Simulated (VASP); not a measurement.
# SnO2: single point with LDA

The system is SnO2.

```xyz
6
Lattice="4.7201 0.0000 0.0000 0.0000 4.7206 0.0000 0.0000 0.0000 3.1888" Properties=species:S:1:pos:R:3 pbc="T T T"
Sn    2.3601    2.3603    1.5944
Sn    0.0000    0.0000    0.0000
O     1.4443    1.4453    0.0000
O     3.8044    0.9150    1.5944
O     0.9157    3.8056    1.5944
O     3.2758    3.2753    0.0000
```

* Program: VASP 6.6.1
* Task: single point
* Functional: LDA
* Potentials or basis: VASP PAW LDA potentials, release 64 (Sn_d, O)
* Cutoff: 520 eV
* k mesh: 6 × 6 × 8
* Occupations: gaussian, width 0.02 eV
* Spin: no spin polarisation

```
Pressure               : 1.4 GPa
Largest force          : 0.028 eV/Å
Band gap on the k mesh : 1.21 eV
```

Forces in eV/Å, atoms in the order of the input:
```
Sn   0.000  0.000  0.000
Sn   0.000  0.000  0.000
O   -0.019 -0.020  0.000
O   -0.019  0.020  0.000
O    0.019 -0.020  0.000
O    0.019  0.020  0.000
```

Stress tensor (GPa, compression positive):
```
1.19 0.00 0.00
0.00 1.19 0.00
0.00 0.00 1.76
```

Levels at points of the mesh, in eV from the valence-band top:
| k point | band 24 | band 25 | band 26 | band 27 | band 28 | band 29 |
| --- | --- | --- | --- | --- | --- | --- |
| (0.00, 0.00, 0.00) | -0.81 | -0.81 | 0.00 | 1.21 | 5.97 | 6.08 |
| (0.50, 0.00, 0.00) | -1.24 | -0.65 | -0.65 | 4.37 | 4.37 | 6.84 |
| (0.00, 0.50, 0.00) | -1.24 | -0.65 | -0.65 | 4.37 | 4.37 | 6.84 |
| (0.50, 0.50, 0.00) | -1.36 | -0.92 | -0.92 | 4.76 | 4.76 | 7.33 |
| (0.00, 0.00, 0.50) | -1.74 | -1.29 | -1.29 | 6.09 | 6.09 | 9.55 |
| (0.50, 0.00, 0.50) | -1.14 | -0.72 | -0.72 | 6.37 | 6.37 | 7.91 |
| (0.00, 0.50, 0.50) | -1.14 | -0.72 | -0.72 | 6.37 | 6.37 | 7.91 |
| (0.50, 0.50, 0.50) | -0.99 | -0.85 | -0.85 | 4.74 | 4.74 | 8.65 |

Run time: 2.9 min on 1 thread of Intel Xeon 8259CL, with other jobs on the host, peak memory 0.26 GiB.

Caveat: spin-orbit coupling is left out, which moves the levels of the heavy elements.
